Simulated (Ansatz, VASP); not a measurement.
# One calculation of CoO, two programs

Contents of INCAR:

```
  PREC = Accurate
  ENCUT = 600
  EDIFF = 1E-6
  ISMEAR = 0
  SIGMA = 0.1
  LREAL = F
  LASPH = T
  NELM = 150
  ALGO = Normal
  ISIF = 3
  LWAVE = F
  LCHARG = F
  ISPIN = 2
  MAGMOM = 3 0
  LORBIT = 11
  LMAXMIX = 4
  GGA = PE
  IBRION = 2
  NSW = 90
  EDIFFG = -0.04
```

The input KPOINTS:

```
regular mesh
0
Gamma
  8 8 8
```

The input POSCAR:

```
CoO
1.0
    0.0000000000      2.0909317300      2.0909317300
    2.0909317300      0.0000000000      2.0909317300
    2.0909317300      2.0909317300      0.0000000000
Co O
1 1
Direct
    0.0000000000      0.0000000000      0.0000000000
    0.7500000000      0.7500000000      0.7500000000
```

Input for Ansatz:

```yaml
crystal:
  lattice:
    - [0.0, 2.09093173, 2.09093173]
    - [2.09093173, 0.0, 2.09093173]
    - [2.09093173, 2.09093173, 0.0]
  atoms:
    - { symbol: Co, position: [0.0, 0.0, 0.0], spin: 3.0 }
    - { symbol: O, position: [0.75, 0.75, 0.75] }
basis:
  ecutwfc: 420
kpoints:
  mp_grid: { grid: [8, 8, 8] }
hamiltonian:
  xc: pbe
scf:
  occupations: { method: gaussian, width: 0.1 }
  lower_state_search: "off"
output:
  forces: true
  stress: true
  eigenvalues: true
  populations: true
magnetization:
  spin_polarized: true
relax:
  adjacent_minimum: "off"
  f_tol: 0.04
  max_steps: 70
  cell: { stress_tol: 0.4 }
```

Alike in both runs: task relaxation of cell and atoms; functional PBE; k mesh 8 × 8 × 8; occupations gaussian, width 0.1 eV; collinear spin.

|  | VASP | Ansatz |
| --- | --- | --- |
| version | VASP 6.6.1 | Ansatz 0.2.0 |
| potentials or method | VASP PAW PBE potentials, release 64 (Co, O), cutoff 600 eV | scalar-relativistic, plane waves, PAW |
| valence electrons in the cell | 15 | 23 |

|  | VASP | Ansatz | Ansatz less VASP |
| --- | --- | --- | --- |
| gap on the k mesh at the Fermi level, each at its own relaxed structure (eV) | none | none | - |
| net moment per atom (μB) | 1.38 | 1.40 | +0.015 |
| size of the moment on the site where the two differ most (μB) | 2.38 | 2.25 | -0.134 |
| relaxed volume (Å³/atom) | 11.38 | 11.42 | +0.032 |
| relaxed cell length with the largest relative difference (Å) | 3.181 | 3.184 | +0.0030 |

Site moments also hang on the region over which each program counts them. A gap of «none» marks a metal or a gap that the smearing closes. VASP's potentials hold 15 valence electrons a cell and Ansatz's 23, so a difference there can come from the potentials and not from the codes.

Noted on VASP's run: the volume moved by over 15 % at a fixed basis, so the end points are rough.
